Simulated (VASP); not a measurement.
# Ca in VASP: settings compared, part 2 of 2

VASP 6.6.1.

## Step 4: Single point, PBE+D4

This run uses another cell than the first one, of the same volume but with other edges.

Input file INCAR:

```
  ALGO = Normal
  EDIFF = 1E-6
  ENCUT = 500
  GGA = PE
  GGA_COMPAT = False
  ISIF = 2
  ISMEAR = -1
  IVDW = 13
  LASPH = True
  LCHARG = False
  LREAL = False
  LWAVE = False
  NBANDS = 11
  NELM = 120
  PREC = Accurate
  SIGMA = 0.05
```

Input file KPOINTS:

```
k-points
0
Gamma
  8 8 8
```

Input file POSCAR:

```
Ca
1.0
    0.0000000000      2.7942000000      2.7942000000
    2.7942000000      0.0000000000      2.7942000000
    2.7942000000      2.7942000000      0.0000000000
Ca
1
Direct
    0.0000000000      0.0000000000      0.0000000000
```

Started as:

```console
> cat potpaw_PBE.64/Ca_sv/POTCAR > POTCAR
> mpirun -np 1 vasp_std > vasp.out
```

Run time: 5.9 s. Hardware: 1 thread of Intel Xeon 6975P-C (Granite Rapids), shared host; peak memory 0.17 GiB.

It converged, with:

- Free energy: -2.1019 eV
- Pressure: -1.1 GPa
- Band gap on the k mesh: zero (bands 5 and 6 overlap by 0.40 eV)
- Dispersion energy per atom: -0.169 eV

Levels at points of the mesh, in eV from the Fermi level:
```csv
k point,band 3,band 4,band 5,band 6,band 7,band 8
"(0.00, 0.00, 0.00)",-22.97,-22.97,-3.92,2.34,2.34,2.34
"(0.50, 0.00, 0.00)",-22.99,-22.99,-0.93,-0.14,2.23,2.23
"(0.50, 0.50, 0.00)",-23.01,-23.01,-0.38,0.64,0.95,4.02
```

## Step 5: Single point, pbe exchange, lda correlation, non-collinear spin, typed start

This run uses another cell than the first one, of the same volume but with other edges.

Input file INCAR:

```
ALGO = Normal
EDIFF = 1E-6
ENCUT = 500
GGA = LIBXC
GGA_COMPAT = F
ISIF = 2
ISMEAR = -1
ISYM = -1
LASPH = T
LCHARG = F
LIBXC1 = GGA_X_PBE
LIBXC2 = LDA_C_PW
LNONCOLLINEAR = T
LORBIT = 11
LREAL = F
LWAVE = F
MAGMOM = 0.289 0.289 0.289
NBANDS = 21
NELM = 200
PREC = Accurate
SIGMA = 0.01
```

Input file KPOINTS:

```
Automatic mesh
0
Gamma
  6 6 6
  0.5 0.5 0.5
```

POSCAR is that of step 4.

Started as:

```console
> cat potpaw_PBE.64/Ca_sv/POTCAR > POTCAR
> mpirun -np 1 vasp_ncl > vasp.out
```

Wall time 4.2 min (1 thread of Intel Xeon 6975P-C (Granite Rapids), shared host); peak memory 0.45 GiB.

Results (log left out):

```yaml
Free_energy: -1.2433 eV
Pressure: 0.0 GPa
Band_gap_on_the_k_mesh: zero (bands 10 and 11 overlap by 0.25 eV)
Net_moment: 0.17 μB per cell
Valence_electrons_inside_the_program's_atomic_spheres: Ca 8.09
```

Levels at points of the mesh, in eV from the Fermi level:
| k point | band 7 | band 8 | band 9 | band 10 | band 11 | band 12 | band 13 | band 14 |
| --- | --- | --- | --- | --- | --- | --- | --- | --- |
| (0.08, 0.08, 0.08) | -23.27 | -23.27 | -3.85 | -3.69 | 1.98 | 2.02 | 2.14 | 2.14 |

Moments on the atoms (μB; x, y, z):
```
Ca  0.02 0.02 0.02
```

Caveat: the PAW data sets were made with another functional, which shifts forces and pressure a little.

## Step 6: Single point, PBE+D3(BJ)

This run uses another cell than the first one, of 40.12 Å³/atom.

Input file INCAR:

```
SYSTEM = Ca
ALGO = Fast ; EDIFF = 1E-6
ENCUT = 520 ; GGA = PE
ISIF = 2 ; ISMEAR = -1
IVDW = 12 ; LASPH = .True.
LCHARG = .False. ; LREAL = .False.
LWAVE = .False. ; NBANDS = 11
NELM = 80 ; PREC = Accurate
SIGMA = 0.05
```

Input file KPOINTS:

```
k-points
0
Gamma
  8 8 8
  0 0 0
```

Input file POSCAR:

```
Ca
1.0
    0.0000000000      2.7170423997      2.7170423997
    2.7170423997      0.0000000000      2.7170423997
    2.7170423997      2.7170423997      0.0000000000
Ca
1
Direct
    0.0000000000      0.0000000000      0.0000000000
```

Potentials or basis: VASP PAW PBE potentials, release 64 (Ca_sv).

Started as:

```console
> cat potpaw_PBE.64/Ca_sv/POTCAR > POTCAR
> mpirun -np 1 vasp_std > vasp.out
```

OUTCAR:

```text
SYSTEM = Ca
   EDIFF = 1E-6
   ENCUT = 520
   GGA = PE
   ISIF = 2
   ISMEAR = -1
   IVDW = 12
   LASPH = .True.
   LREAL = .False.
   NELM = 80
   PREC = Accurate
 IVDW          = 12

 ion  position               nearest neighbor table
   1  0.000  0.000  0.000-

  LATTYP: Found a face centered cubic cell.
 ALAT       =     5.4340847994

  Lattice vectors:

 A1 = (   0.0000000000,   2.7170423997,   2.7170423997)
 A2 = (   2.7170423997,   0.0000000000,   2.7170423997)
 A3 = (   2.7170423997,   2.7170423997,   0.0000000000)

Analysis of symmetry for initial positions (statically):
=====================================================================
 Subroutine PRICEL returns:
 Original cell was already a primitive cell.

 Routine SETGRP: Setting up the symmetry group for a
 face centered cubic supercell.

 Subroutine GETGRP returns: Found 48 space group operations
 (whereof 48 operations were pure point group operations)
 out of a pool of 48 trial point group operations.

The static configuration has the point symmetry O_h .

Analysis of symmetry for dynamics (positions and initial velocities):
=====================================================================
 Subroutine PRICEL returns:
 Original cell was already a primitive cell.

 Routine SETGRP: Setting up the symmetry group for a
 face centered cubic supercell.

 Subroutine GETGRP returns: Found 48 space group operations
 (whereof 48 operations were pure point group operations)
 out of a pool of 48 trial point group operations.

The dynamic configuration has the point symmetry O_h .

 Subroutine INISYM returns: Found 48 space group operations
 (whereof 48 operations are pure point group operations),
 and found     1 'primitive' translations

----------------------------------------------------------------------------------------

                                     Primitive cell

  volume of cell :      40.1161

  direct lattice vectors                    reciprocal lattice vectors
     0.000000000  2.717042400  2.717042400    -0.184023628  0.184023628  0.184023628
     2.717042400  0.000000000  2.717042400     0.184023628 -0.184023628  0.184023628
[... 112 lines left out ...]
   LEPSILON=     F    determine dielectric tensor
   LRPA    =     F    only Hartree local field effects (RPA)
 non-spin polarized calculation
 RMM-DIIS sequential band-by-band and
  energy-cutoff  :      520.00
  volume of cell :       40.12
 maximum number of plane-waves:      1106
 NGX is ok and might be reduce to    30

 number of electron      10.0000001 magnetization

 Free energy of the ion-electron system (eV)
  ---------------------------------------------------
  ext. energy  EPLUGINS =         0.00000000
  ---------------------------------------------------
  free energy    TOTEN  =        -1.92878978 eV

  energy without entropy =       -1.91760311  energy(sigma->0) =       -1.92319644

 E-fermi :   2.1252     XC(G=0):  -7.8929

 val. band max:        2.1011110882   @ k =  -0.3750   0.2500   0.1250
 cond. band min:       2.1648992315   @ k =  -0.3750   0.3750   0.0000
 fundamental gap:      0.0637881433
 Fermi energy:         2.1251628574

 k-point     1 :       0.0000    0.0000    0.0000
  band No.  band energies     occupation
      1     -39.7282      2.00000
      2     -20.6383      2.00000
      3     -20.6383      2.00000
      4     -20.6383      2.00000
      5      -1.9504      2.00000
      6       4.5740      0.00000
      7       4.5740      0.00000
      8       4.5740      0.00000
      9       5.7107      0.00000
     10       5.7107      0.00000
     11      11.5054      0.00000
[... 309 lines left out ...]
 k-point    24 :      -0.3750    0.2500    0.1250
  band No.  band energies     occupation
      1     -39.7081      2.00000
      2     -20.7819      2.00000
      3     -20.7044      2.00000
      4     -20.6750      2.00000
      5       1.8475      1.99228
      6       2.1011      1.23598
      7       3.6952      0.00000
      8       4.8936      0.00000
      9       6.2731      0.00000
     10       6.8711      0.00000
     11       7.4017      0.00000

 [... further k-points ...]

------------------------ aborting loop because EDIFF is reached ----------------------------------------

 Edisp (eV)   -0.24128

 E8    (eV) :    -0.1216

  FORCE on cell =-STRESS in cart. coord.  units (eV):
  Direction    XX          YY          ZZ          XY          YZ          ZX
  --------------------------------------------------------------------------------------
  -------------------------------------------------------------------------------------
  Total      -0.00015    -0.00015    -0.00015     0.00000     0.00000    -0.00000
  in kB      -0.00613    -0.00613    -0.00613     0.00000     0.00000    -0.00000
  external pressure =       -0.01 kB  Pullay stress =        0.00 kB

 VOLUME and BASIS-vectors are now :
 -----------------------------------------------------------------------------
  energy-cutoff  :      520.00
  volume of cell :       40.12
      direct lattice vectors                 reciprocal lattice vectors
     0.000000000  2.717042400  2.717042400    -0.184023628  0.184023628  0.184023628
     2.717042400  0.000000000  2.717042400     0.184023628 -0.184023628  0.184023628
     2.717042400  2.717042400  0.000000000     0.184023628  0.184023628 -0.184023628

 POSITION                                       TOTAL-FORCE (eV/Angst)
 -----------------------------------------------------------------------------------
      0.00000      0.00000      0.00000        -0.000000      0.000000      0.000000
 -----------------------------------------------------------------------------------
    total drift:                               -0.000000     -0.000000      0.000000

  FREE ENERGIE OF THE ION-ELECTRON SYSTEM (eV)
  ---------------------------------------------------
  free  energy   TOTEN  =        -2.1700718748 eV

  energy  without entropy=       -2.1588852138  energy(sigma->0) =       -2.16447854
```

stdout:

```text
POSCAR found type information on POSCAR Ca
 POSCAR found :  1 types and       1 ions
 scaLAPACK will be used
 LDA part: xc-table for (Slater+PW92), standard interpolation
 POSCAR, INCAR and KPOINTS ok, starting setup
 FFT: planning ... GRIDC
 FFT: planning ... GRID_SOFT
 FFT: planning ... GRID
 WAVECAR not read
 entering main loop
```

It took 17 s on 1 thread of Intel Xeon 8259CL, shared host; peak memory 0.17 GiB.

What came out:

| Property | Result |
| --- | --- |
| Free energy | -2.1701 eV |
| Pressure | 0.0 GPa |
| Band gap on the k mesh | zero (bands 5 and 6 overlap by 0.29 eV) |
| Dispersion energy per atom | -0.241 eV |

## Step 7: The runs side by side

| level | spin | cell | k mesh | cutoff (eV) | smearing | gap on the mesh (eV) | pressure (GPa) |
| --- | --- | --- | --- | --- | --- | --- | --- |
| PBE | off | a = 3.928, b = 3.875, c = 4.059 Å, angles 60.3, 59.8, 59.8°, 1 atom | 8 × 8 × 8 | 520 | fermi-dirac 0.05 eV | none | -0.5 |
| BLYP+D4 | off | a = 3.952 Å, angles 60.0°, 1 atom | 8 × 8 × 8 | 500 | fermi-dirac 0.1 eV | none | -1.4 |
| PBE+D4 | off | a = 3.952 Å, angles 60.0°, 1 atom | 8 × 8 × 8 | 500 | fermi-dirac 0.05 eV | none | -1.1 |
| pbe exchange, lda correlation | non-collinear, typed start | a = 3.952 Å, angles 60.0°, 1 atom | 6 × 6 × 6, shifted | 500 | fermi-dirac 0.01 eV | none | 0.0 |
| PBE+D3(BJ) | off | a = 3.842 Å, angles 60.0°, 1 atom | 8 × 8 × 8 | 520 | fermi-dirac 0.05 eV | none | 0.0 |

Alike in all rows: task single point; potentials or basis VASP PAW PBE potentials, release 64 (Ca_sv).

Caveats: the PAW data sets were made with another functional, which shifts forces and pressure a little (at least some runs).

Absolute energies hang on the potentials; compare differences alone.
